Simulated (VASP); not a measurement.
# AlGa3P4 (P-4m2) in VASP: further runs

Runs on AlGa3P4. Level: PBE. Tasks: single point.

All numbers are computed with VASP 6.6.1; they aren't measurements. Logs are shortened: lines on timing, memory, paths and dates and some standing lists are left out, and cuts for length are marked.

## Step 1: The cell of the first run

Symmetry: P-4m2, No. 115, tetragonal system. Conventional cell: a = 3.769 Å, b = 3.769 Å, c = 10.660 Å, α = 90.00°, β = 90.00°, γ = 90.00°. Al (site symmetry -4m2) has 4 P at 2.31 Å within 3.1 Å. Ga (site symmetry 2mm) has 4 P at 2.31 Å within 3.1 Å. Within 3.1 Å of Ga (site symmetry -4m2) lie 4 P at 2.31 Å. P (site symmetry 2mm) has 4 Ga at 2.31 Å within 3.1 Å. P (site symmetry 2mm) has 2 Al at 2.31 Å and 2 Ga at 2.31 Å within 3.1 Å.

## Step 2: Single point, PBE

INCAR reads:

```
PREC = Accurate ; ENCUT = 520
EDIFF = 1E-6 ; ISMEAR = 0
SIGMA = 0.1 ; LREAL = F
LASPH = T ; NELM = 80
ALGO = Normal ; ISIF = 2
LWAVE = F ; LCHARG = F
GGA = PE ; NBANDS = 41
```

KPOINTS reads:

```
Automatic mesh
0
Gamma
  4 4 2
```

POSCAR reads:

```
AlGa3P4
1.0
    3.7687221900      0.0000000000      0.0000000000
    0.0000000000      3.7687221900      0.0000000000
    0.0000000000      0.0000000000     10.6595560600
Al Ga P
1 3 4
Direct
    0.5000000000      0.5000000000      0.0000000000
    0.0000000000      0.0000000000      0.7500000000
    0.5000000000      0.5000000000      0.5000000000
    0.0000000000      0.0000000000      0.2500000000
    0.5000000000      0.0000000000      0.3750000000
    0.0000000000      0.5000000000      0.1250000000
    0.5000000000      0.0000000000      0.8750000000
    0.0000000000      0.5000000000      0.6250000000
```

Potentials or basis: VASP PAW PBE potentials, release 64 (Al, Ga_d, P).

Launch:

```
> cat potpaw_PBE.64/Al/POTCAR potpaw_PBE.64/Ga_d/POTCAR potpaw_PBE.64/P/POTCAR > POTCAR
> mpirun -np 1 vasp_std > vasp.out
```

OUTCAR:

```text
PREC = Accurate
   ENCUT = 520
   EDIFF = 1E-6
   ISMEAR = 0
   LREAL = F
   LASPH = T
   NELM = 80
   ISIF = 2
   GGA = PE

 ion  position               nearest neighbor table
   1  0.500  0.500  0.000-   6 2.31   7 2.31   7 2.31   6 2.31
   2  0.000  0.000  0.750-   7 2.31   8 2.31   8 2.31   7 2.31
   3  0.500  0.500  0.500-   5 2.31   8 2.31   5 2.31   8 2.31
   4  0.000  0.000  0.250-   5 2.31   6 2.31   6 2.31   5 2.31
   5  0.500  0.000  0.375-   3 2.31   4 2.31   3 2.31   4 2.31
   6  0.000  0.500  0.125-   1 2.31   4 2.31   4 2.31   1 2.31
   7  0.500  0.000  0.875-   1 2.31   2 2.31   1 2.31   2 2.31
   8  0.000  0.500  0.625-   2 2.31   3 2.31   2 2.31   3 2.31

  LATTYP: Found a simple tetragonal cell.
 ALAT       =     3.7687221900
 C/A-ratio  =     2.8284271227

  Lattice vectors:

 A1 = (   3.7687221900,   0.0000000000,   0.0000000000)
 A2 = (   0.0000000000,   3.7687221900,   0.0000000000)
 A3 = (   0.0000000000,   0.0000000000,  10.6595560600)

Analysis of symmetry for initial positions (statically):
=====================================================================
 Subroutine PRICEL returns:
 Original cell was already a primitive cell.

 Routine SETGRP: Setting up the symmetry group for a
 simple tetragonal supercell.

 Subroutine GETGRP returns: Found  8 space group operations
 (whereof  8 operations were pure point group operations)
 out of a pool of 16 trial point group operations.

The static configuration has the point symmetry D_2d.

Analysis of symmetry for dynamics (positions and initial velocities):
=====================================================================
 Subroutine PRICEL returns:
 Original cell was already a primitive cell.

 Routine SETGRP: Setting up the symmetry group for a
 simple tetragonal supercell.

 Subroutine GETGRP returns: Found  8 space group operations
 (whereof  8 operations were pure point group operations)
 out of a pool of 16 trial point group operations.

The dynamic configuration has the point symmetry D_2d.

 Subroutine INISYM returns: Found  8 space group operations
 (whereof  8 operations are pure point group operations),
 and found     1 'primitive' translations

----------------------------------------------------------------------------------------

                                     Primitive cell

[... 91 lines left out ...]
   EDIFFG = 0.1E-04   stopping-criterion for IOM
   NSW    =      0    number of steps for IOM
   IBRION =     -1    ionic relax: 0-MD 1-quasi-New 2-CG
   NFREE  =      0    steps in history (QN), initial steepest desc. (CG)
   ISIF   =      2    stress and relaxation
   ISYM   =      2    0-nonsym 1-usesym 2-fastsym
   POTIM  = 0.5000    time-step for ionic-motion
   TEBEG  =    0.0;   TEEND  =   0.0 temperature during run
   PSTRESS=    0.0 pullay stress
   NELECT =      62.0000    total number of electrons
   NUPDOWN=      -1.0000    fix difference up-down
   EMIN   =  10.00;   EMAX   =-10.00  energy-range for DOS
   EFERMI =   0.00;   METHOD = LEGACY
   ISMEAR =     0;   SIGMA  =   0.10  broadening in eV -4-tet -1-fermi 0-gaus
   EFERMI_NEDOS =   21; number of points for ismear=-14 and -15
   IALGO  =     38    algorithm
   IMIX   =      4    mixing-type and parameters
     AMIX     =   0.40;   BMIX     =  1.00
     AMIX_MAG =   1.60;   BMIX_MAG =  1.00
  volume/ion in A,a.u.               =      18.93       127.71
  Fermi-wavevector in a.u.,A,eV,Ry     =   1.215709  2.297357 20.108706  1.477948
  Thomas-Fermi vector in A             =   2.351087
   LORBIT       =      0    0 simple, 1 ext, 2 COOP (PROOUT), +10 PAW based schemes
   GGA     = PE    functional components
   LHFCALC =     F    Hartree Fock is set to
   AEXX    =    0.0000 exact exchange contribution
   IVDW    =     0    specifies the selected vdW correction
   LEPSILON=     F    determine dielectric tensor
   LRPA    =     F    only Hartree local field effects (RPA)
 non-spin polarized calculation
 Gauss-broadening in eV      SIGMA  =   0.10
  energy-cutoff  :      520.00
  volume of cell :      151.40
 maximum number of plane-waves:      4140
   NGX = 15   NGY = 15   NGZ = 39

 number of electron      62.0000009 magnetization

 Free energy of the ion-electron system (eV)
  ---------------------------------------------------
  ext. energy  EPLUGINS =         0.00000000
  ---------------------------------------------------
  free energy    TOTEN  =       -37.13777601 eV

  energy without entropy =      -37.13777601  energy(sigma->0) =      -37.13777601

 E-fermi :   5.8026     XC(G=0):  -9.9736

 val. band max:        5.3616536659   @ k =   0.0000   0.0000   0.0000
 cond. band min:       6.8126960902   @ k =   0.5000   0.5000   0.0000
 fundamental gap:      1.4510424243
 Fermi energy:         5.8026180532

 k-point     1 :       0.0000    0.0000    0.0000
  band No.  band energies     occupation
      1      -9.3410      2.00000
      2      -9.3101      2.00000
      3      -9.2360      2.00000
      4      -9.2084      2.00000
      5      -9.2084      2.00000
      6      -9.1914      2.00000
[... 517 lines left out ...]
     40      14.1362      0.00000
     41      14.2119      0.00000

------------------------ aborting loop because EDIFF is reached ----------------------------------------

  FORCE on cell =-STRESS in cart. coord.  units (eV):
  Direction    XX          YY          ZZ          XY          YZ          ZX
  --------------------------------------------------------------------------------------
  -------------------------------------------------------------------------------------
  Total        9.4403945      9.4403945      8.4182418      0.0000000      0.0000000      0.0000000
  in kB       99.9018100     99.9018100     89.0850058      0.0000000      0.0000000      0.0000000
  external PRESSURE =      96.2962086 kB  Pullay stress =       0.0000000 kB

 VOLUME and BASIS-vectors are now :
 -----------------------------------------------------------------------------
  energy-cutoff  :      520.00
  volume of cell :      151.40
      direct lattice vectors                 reciprocal lattice vectors
     3.768722190  0.000000000  0.000000000     0.265341925  0.000000000  0.000000000
     0.000000000  3.768722190  0.000000000     0.000000000  0.265341925  0.000000000
     0.000000000  0.000000000 10.659556060     0.000000000  0.000000000  0.093812537

 POSITION                                       TOTAL-FORCE (eV/Angst)
 -----------------------------------------------------------------------------------
      1.88436      1.88436      0.00000        -0.000000     -0.000000      0.000000
      0.00000      0.00000      7.99467         0.000000     -0.000000     -0.043235
      1.88436      1.88436      5.32978        -0.000000     -0.000000      0.000000
      0.00000      0.00000      2.66489        -0.000000      0.000000      0.043235
      1.88436      0.00000      3.99733        -0.000000     -0.000000      0.016664
      0.00000      1.88436      1.33244        -0.000000     -0.000000     -0.071477
      1.88436      0.00000      9.32711        -0.000000     -0.000000      0.071477
      0.00000      1.88436      6.66222         0.000000     -0.000000     -0.016664
 -----------------------------------------------------------------------------------
    total drift:                               -0.000000     -0.000000      0.000000

  FREE ENERGIE OF THE ION-ELECTRON SYSTEM (eV)
  ---------------------------------------------------
  free  energy   TOTEN  =       -37.1377760058 eV

  energy  without entropy=      -37.1377760058  energy(sigma->0) =      -37.13777601
```

OSZICAR:

```text
N       E                     dE             d eps       ncg     rms          rms(c)
DAV:   1     0.523680531336E+03    0.52368E+03   -0.27655E+04  1058   0.208E+03
DAV:   2     0.446383404609E+02   -0.47904E+03   -0.45554E+03  1056   0.559E+02
DAV:   3    -0.336446770244E+02   -0.78283E+02   -0.75213E+02  1171   0.158E+02
DAV:   4    -0.383081605902E+02   -0.46635E+01   -0.46333E+01  1227   0.392E+01
DAV:   5    -0.384535779975E+02   -0.14542E+00   -0.14528E+00  1364   0.677E+00    0.943E+00
DAV:   6    -0.372740091060E+02    0.11796E+01   -0.19756E+00  1442   0.163E+01    0.590E+00
DAV:   7    -0.371421459345E+02    0.13186E+00   -0.14021E+00  1200   0.532E+00    0.220E+00
DAV:   8    -0.371363872892E+02    0.57586E-02   -0.20511E-01  1265   0.492E+00    0.596E-01
DAV:   9    -0.371372806105E+02   -0.89332E-03   -0.21490E-02  1356   0.205E+00    0.159E-01
DAV:  10    -0.371374942091E+02   -0.21360E-03   -0.29521E-03  1316   0.724E-01    0.909E-02
DAV:  11    -0.371377396614E+02   -0.24545E-03   -0.53593E-04  1285   0.218E-01    0.273E-02
DAV:  12    -0.371377641651E+02   -0.24504E-04   -0.85269E-05  1257   0.104E-01    0.156E-02
DAV:  13    -0.371377744633E+02   -0.10298E-04   -0.21868E-05  1150   0.610E-02    0.671E-03
DAV:  14    -0.371377757315E+02   -0.12681E-05   -0.61088E-06  1203   0.424E-02    0.598E-03
DAV:  15    -0.371377760058E+02   -0.27430E-06   -0.16042E-06   843   0.747E-03
   1 F= -.37137776E+02 E0= -.37137776E+02  d E =-.129181E-10
```

Run time: 95 s. Hardware: 1 thread of Intel Xeon Platinum 8375C at 2.90GHz (Ice Lake), shared host; peak memory 0.26 GiB.

Results:

```yaml
Free_energy: -37.1378 eV
Pressure: 9.6 GPa
Largest_force: 0.071 eV/Å
Band_gap_on_the_k_mesh: 1.45 eV, indirect (least direct gap 1.48 eV)
```

Forces in eV/Å, atoms in the order of the input:
```
Al   0.000  0.000  0.000
Ga   0.000  0.000 -0.043
Ga   0.000  0.000  0.000
Ga   0.000  0.000  0.043
P    0.000  0.000  0.017
P    0.000  0.000 -0.071
P    0.000  0.000  0.071
P    0.000  0.000 -0.017
```

Levels at points of the mesh, in eV from the valence-band top:
| k point | band 28 | band 29 | band 30 | band 31 | band 32 | band 33 | band 34 | band 35 |
| --- | --- | --- | --- | --- | --- | --- | --- | --- |
| (0.00, 0.00, 0.00) | -1.66 | -0.04 | 0.00 | 0.00 | 1.48 | 1.83 | 2.20 | 2.26 |
| (0.50, 0.00, 0.00) | -1.15 | -1.12 | -1.10 | -1.10 | 1.91 | 2.36 | 3.39 | 3.47 |
| (0.50, 0.50, 0.00) | -2.79 | -2.77 | -2.77 | -2.74 | 1.45 | 1.45 | 1.64 | 2.13 |
| (0.00, 0.00, 0.50) | -0.79 | -0.79 | -0.56 | -0.56 | 1.50 | 1.72 | 2.49 | 2.50 |
| (0.50, 0.00, 0.50) | -1.23 | -1.19 | -1.14 | -1.14 | 2.87 | 2.97 | 2.99 | 3.47 |
| (0.50, 0.50, 0.50) | -3.28 | -3.24 | -3.19 | -3.19 | 2.46 | 2.46 | 2.74 | 2.84 |

## Step 3: Single point, PBE

This run uses another cell than the first one, of 20.90 Å³/atom, 1.104 times its volume.

INCAR reads:

```
PREC = Accurate
ENCUT = 520
EDIFF = 1E-6
ISMEAR = 0
SIGMA = 0.1
LREAL = False
LASPH = True
NELM = 80
ALGO = Normal
ISIF = 2
LWAVE = False
LCHARG = True
GGA = PE
LELF = True
LVHAR = True
NBANDS = 41
```

KPOINTS reads:

```
regular mesh
0
Gamma
  4 4 2
```

POSCAR reads:

```
AlGa3P4
1.0
    3.9129480537      0.0000000000      0.0000000000
    0.0000000000      3.9129480537      0.0000000000
    0.0000000000      0.0000000000     10.9207787474
Al Ga P
1 3 4
Direct
    0.5000000000      0.5000000000      0.0000000000
    0.0000000000      0.0000000000      0.7500074959
    0.5000000000      0.5000000000      0.5000000000
    0.0000000000      0.0000000000      0.2499925041
    0.5000000000      0.0000000000      0.3750536625
    0.0000000000      0.5000000000      0.1242891751
    0.5000000000      0.0000000000      0.8757108249
    0.0000000000      0.5000000000      0.6249463375
```

Potentials or basis: VASP PAW PBE potentials, release 64 (Al, Ga_d, P).

Launch:

```
> cat potpaw_PBE.64/Al/POTCAR potpaw_PBE.64/Ga_d/POTCAR potpaw_PBE.64/P/POTCAR > POTCAR
> mpirun -np 1 vasp_std > vasp.out
```

Wall time 2.3 min (1 thread of Intel Xeon Platinum 8375C at 2.90GHz (Ice Lake), shared host); peak memory 0.28 GiB.

The run converged. Its results:

* Free energy: -37.5780 eV
* Pressure: 0.0 GPa
* Largest force: 0.009 eV/Å
* Band gap on the k mesh: 1.57 eV, indirect (least direct gap 1.62 eV)

Forces on the atoms (eV/Å):
```
Al   0.000  0.000  0.000
Ga   0.000  0.000  0.002
Ga   0.000  0.000  0.000
Ga   0.000  0.000 -0.002
P    0.000  0.000  0.000
P    0.000  0.000 -0.009
P    0.000  0.000  0.009
P    0.000  0.000  0.000
```

Levels at points of the mesh, in eV from the valence-band top:
| k point | band 27 | band 28 | band 29 | band 30 | band 31 | band 32 | band 33 | band 34 | band 35 | band 36 |
| --- | --- | --- | --- | --- | --- | --- | --- | --- | --- | --- |
| (0.00, 0.00, 0.00) | -1.53 | -1.53 | -0.04 | -0.04 | 0.00 | 1.62 | 1.68 | 1.98 | 2.19 | 2.52 |
| (0.50, 0.00, 0.00) | -1.13 | -1.06 | -1.03 | -0.99 | -0.94 | 1.58 | 2.01 | 3.13 | 3.28 | 4.56 |
| (0.50, 0.50, 0.00) | -3.16 | -2.44 | -2.44 | -2.43 | -2.42 | 1.68 | 1.68 | 1.76 | 2.24 | 4.66 |
| (0.00, 0.00, 0.50) | -1.26 | -0.71 | -0.71 | -0.54 | -0.54 | 1.57 | 1.77 | 2.49 | 2.51 | 2.87 |
| (0.50, 0.00, 0.50) | -1.92 | -1.18 | -1.09 | -1.08 | -1.07 | 2.52 | 2.59 | 2.62 | 3.16 | 4.55 |
| (0.50, 0.50, 0.50) | -2.88 | -2.87 | -2.87 | -2.81 | -2.81 | 2.64 | 2.64 | 2.78 | 2.95 | 2.95 |
